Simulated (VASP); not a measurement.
A run of VASP 6.6.1:

File INCAR:

```
SYSTEM = Si16O33
PREC = Accurate ; ENCUT = 520
EDIFF = 1E-6 ; ISMEAR = -1
SIGMA = 0.02 ; LREAL = Auto
LASPH = .True. ; NELM = 150
ALGO = Normal ; ISIF = 2
LWAVE = .False. ; LCHARG = .False.
ISPIN = 2 ; MAGMOM = 0 0 0 0 0 0 0 0 0 0 0 0 0 0 0 0 0 0 0 0.27 0 0 0 0 0 0 0 0 0 0 0 0 0 0 0 0 0 0 0 0 0 0 0 0 0.15 0 0.11 0 1.05
LORBIT = 11 ; GGA = PE
NBANDS = 165
```

File KPOINTS:

```
regular mesh
0
Gamma
  1 1 2
  0 0 0
```

The input POSCAR:

```
Si16O33
1.0
    0.1586610000      6.0993000000      6.0923650000
    0.1586610000     -6.0993000000      6.0923650000
    6.9520000000      0.0000000000      0.0000000000
Si O
16 33
Direct
    0.1652389423      0.8994707394      0.6741473097
    0.3718202008      0.0587350926      0.1063704929
    0.3376304181      0.6023001343      0.8710543266
    0.1372134485      0.4124581487      0.3900731523
    0.3689440348      0.1791025776      0.5047103533
    0.5590051785      0.3898874109      0.7484965122
    0.1528158339      0.2998491000      0.9768958183
    0.9245802528      0.1114213657      0.7604325298
    0.6614902825      0.3847044218      0.1574956418
    0.8639174802      0.5468647037      0.6360132175
    0.8192348458      0.0918235035      0.3546390350
    0.6570918862      0.9292214749      0.8819784142
    0.8854170647      0.6644900731      0.0046015799
    0.0653526184      0.8734289550      0.2568400427
    0.6155371530      0.7963611820      0.4929929227
    0.4254829101      0.6121272791      0.2854677402
    0.7567460094      0.2442445748      0.2363322544
    0.5350142877     -0.0122616292      0.0468727762
   -0.0053907235      0.7178234159      0.1555760524
    0.4251998509      0.7489747103      0.4353717333
    0.5577559051      0.3566180696      0.9828861494
    0.4091229787      0.1716367098      0.2736415545
    0.9046582265      0.1571790075      0.5378923824
    0.0930983061      0.3205998226      0.2013323132
    0.3040296786      0.0184559243      0.5897632497
    0.2350570677      0.9426136726      0.1795525867
    0.2406497007      0.4499688029      0.8912148702
    0.2686139885      0.5409895070      0.3290056818
    0.2865187311      0.1644391482      0.9445987589
    0.0360319517      0.9645975248      0.8194676534
    0.2119278078      0.2815915397      0.5287108353
    0.4565140608      0.5431141624      0.6986331971
    0.2529113279      0.7657078783      0.7977682477
   -0.0349219222      0.4821374124      0.4538613842
    0.5185272224      0.2321828878      0.6303497674
    0.9974771908      0.2606713279      0.8522412109
    0.1036950992      0.8097925202      0.4774115565
    0.9801123461      0.6058234933      0.8169985377
    0.4239790381      0.6503820680      0.0664327952
    0.5608999642      0.8369808259      0.7174066220
    0.7736771497      0.5209268341      0.0553217545
    0.7425817002      0.4048052341      0.7091418932
    0.6939445437      0.9717961005      0.4395155241
    0.7459126002      0.0889027794      0.8356943839
    0.7692863061      0.6893918920      0.5369770797
    0.5568461609      0.4732300082      0.3479095347
    0.7661850660      0.7889909617     -0.0616291404
    0.9511548473      0.0088335973      0.2147133592
    0.6243415352      0.7300421894      0.2567192353
```

Potentials or basis: VASP PAW PBE potentials, release 64 (Si, O).

The run is started by

```sh
$ cat potpaw_PBE.64/Si/POTCAR potpaw_PBE.64/O/POTCAR > POTCAR
$ mpirun -np 1 vasp_std > vasp.out
```

Hardware: 1 thread of Oxide Virtual Turin-like Processor (shared host).

Q: Estimate the wall time of this run.

A: Wall time 18 min on 1 thread of Oxide Virtual Turin-like Processor (shared host), peak memory 0.74 GiB. Counts: scf iterations 21, k points 2.
